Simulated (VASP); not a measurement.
MgF2 (rutile type): single point with PBE

Crystal: MgF2 (rutile type).

```
Mg F
1.0
     4.18432    0.00000    0.00000
     0.00000    4.18432    0.00000
     0.00000    0.00000    2.80677
Mg F
2 4
Direct
  0.00000 0.00000 0.00000
  0.50000 0.50000 0.50000
  0.30061 0.30061 0.00000
  0.69939 0.69939 0.00000
  0.80061 0.19939 0.50000
  0.19939 0.80061 0.50000
```

```yaml
Program: VASP 6.6.1
Task: single point
Functional: PBE
Potentials_or_basis: VASP PAW PBE potentials, release 64 (Mg, F)
Cutoff: 600 eV
k_mesh: 7 × 7 × 10
Occupations: fermi-dirac, width 0.1 eV
Spin: no spin polarisation
Dipole_correction: no
Further_INCAR_settings: ALGO = Normal; EDIFF = 1e-06; NBANDS = 25
```

```yaml
Pressure: 61.0 GPa
Largest_force: 0.012 eV/Å
Band_gap_on_the_k_mesh: 9.28 eV
```

Forces on the atoms (eV/Å):
```
Mg   0.000  0.000  0.000
Mg   0.000  0.000  0.000
F    0.008  0.008  0.000
F   -0.008 -0.008  0.000
F    0.008 -0.008  0.000
F   -0.008  0.008  0.000
```

Levels at points of the mesh, in eV from the valence-band top:
| k point | band 12 | band 13 | band 14 | band 15 | band 16 | band 17 | band 18 | band 19 | band 20 | band 21 |
| --- | --- | --- | --- | --- | --- | --- | --- | --- | --- | --- |
| (0.00, 0.00, 0.00) | -1.66 | -0.79 | -0.33 | -0.33 | 0.00 | 9.28 | 14.23 | 14.23 | 14.95 | 16.82 |
| (0.00, 0.00, 0.50) | -1.89 | -1.75 | -1.75 | -1.24 | -1.24 | 14.30 | 14.30 | 17.01 | 17.01 | 17.24 |

It took 92 s on 1 thread of Intel Xeon 8259CL, with other jobs on the host, peak memory 0.22 GiB.

Caveat: the cell stands under pressure; an odd mesh through Γ misses points on the zone boundary, where band edges can lie.
